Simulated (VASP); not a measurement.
Input of a VASP 6.6.1 run:

Contents of INCAR:

```
SYSTEM = Si16HC16
ALGO = Normal
EDIFF = 1E-6
ENCUT = 520
GGA = PE
GGA_COMPAT = .False.
ISIF = 2
ISMEAR = -1
LASPH = .True.
LCHARG = .False.
LREAL = Auto
LWAVE = .False.
NBANDS = 86
NELECT = 130.0
NELM = 120
PREC = Accurate
SIGMA = 0.01
```

File KPOINTS:

```
k-points
0
Gamma
  1 1 1
  0 0 0
```

Contents of POSCAR:

```
Si16HC16
1.0
    6.1879230300      0.0000000600      0.0000000000
   -3.0939615600      5.3588985100      0.0000000000
    0.0000000000      0.0000000000     10.1287833600
Si C H
16 16 1
Direct
    0.3307391555      0.1686353975      0.9378722658
    0.1621401867      0.3350141800      0.4393646149
    0.0011277469     -0.0018867683      0.6869818173
   -0.0025043730      0.0028132647      0.1892105825
    0.3310013771      0.6697329635      0.9378053279
    0.1644062639      0.8361339521      0.4419545607
    0.0013401509      0.5106187391      0.6871700927
   -0.0024803720      0.5025439454      0.1891774098
    0.8310403826      0.1693084779      0.9357524653
    0.6653590791      0.3351246449      0.4393294675
    0.4898007009     -0.0014883710      0.6868729198
    0.4980654016      0.0029742997      0.1891897508
    0.8310327353      0.6694629397      0.9378237901
    0.6653496337      0.8381472334      0.4392631219
    0.4971684866      0.5023272908      0.6908745850
    0.4976540096      0.5028119053      0.1936931545
    0.3272090514      0.1617248356      0.7463363300
    0.1632851872      0.3355779153      0.2502000398
   -0.0025439949      0.0027356368      0.4985883122
   -0.0025814835      0.0026283387      0.0001328886
    0.3277046896      0.6728097152      0.7465349718
    0.1644760729      0.8361555984      0.2492400035
   -0.0024696134      0.5026430329      0.4987236690
   -0.0024784493      0.5024821790      0.0000223127
    0.8310187029      0.1692586543      0.7463619994
    0.6648362119      0.3357628357      0.2502119860
    0.4980103392      0.0029110404      0.4985307535
    0.4981681024      0.0029091744      0.0001301242
    0.8364715350      0.6721465135      0.7466302448
    0.6648068325      0.8369691928      0.2501783195
    0.4975212410      0.5027176695      0.4988083781
    0.4976238232      0.5027014348      0.0059996347
    0.4930626867      0.4973591057      0.8366709701
```

Potentials or basis: VASP PAW PBE potentials, release 64 (Si, C, H).

Command:

```bash
$ cat potpaw_PBE.64/Si/POTCAR potpaw_PBE.64/C/POTCAR potpaw_PBE.64/H/POTCAR > POTCAR
$ mpirun -np 1 vasp_gam > vasp.out
```

Estimate the largest force.

0.072 eV/Å.

Forces in eV/Å, atoms in the order of the input:
```
Si  -0.006  0.012 -0.014
Si  -0.030 -0.017  0.006
Si   0.008  0.034  0.002
Si   0.000  0.004  0.006
Si   0.004 -0.008 -0.005
Si  -0.003 -0.002  0.022
Si   0.009 -0.005 -0.006
Si   0.003  0.000 -0.002
Si  -0.002  0.002 -0.005
Si   0.030 -0.019  0.005
Si  -0.016  0.015  0.010
Si  -0.002 -0.001  0.015
Si  -0.004 -0.007 -0.004
Si  -0.001  0.037  0.000
Si  -0.006 -0.005  0.037
Si   0.001 -0.005  0.030
C   -0.013 -0.031 -0.007
C    0.008  0.002 -0.013
C    0.002 -0.001  0.008
C   -0.003  0.017 -0.025
C   -0.013 -0.034 -0.003
C   -0.002 -0.001 -0.001
C    0.003 -0.001  0.012
C    0.002 -0.005 -0.023
C    0.005  0.003 -0.005
C    0.006 -0.004 -0.011
C    0.009  0.001  0.003
C   -0.002  0.002 -0.013
C    0.005 -0.029  0.008
C    0.002  0.006 -0.006
C    0.000 -0.007  0.006
C   -0.009 -0.015  0.006
H    0.015  0.063 -0.032
```

Caveat: the k points lie up to 1.17 Å⁻¹ apart, too coarse for converged energies, forces and pressures; the cell carries a net charge on a neutralising background, which shifts energy and pressure.
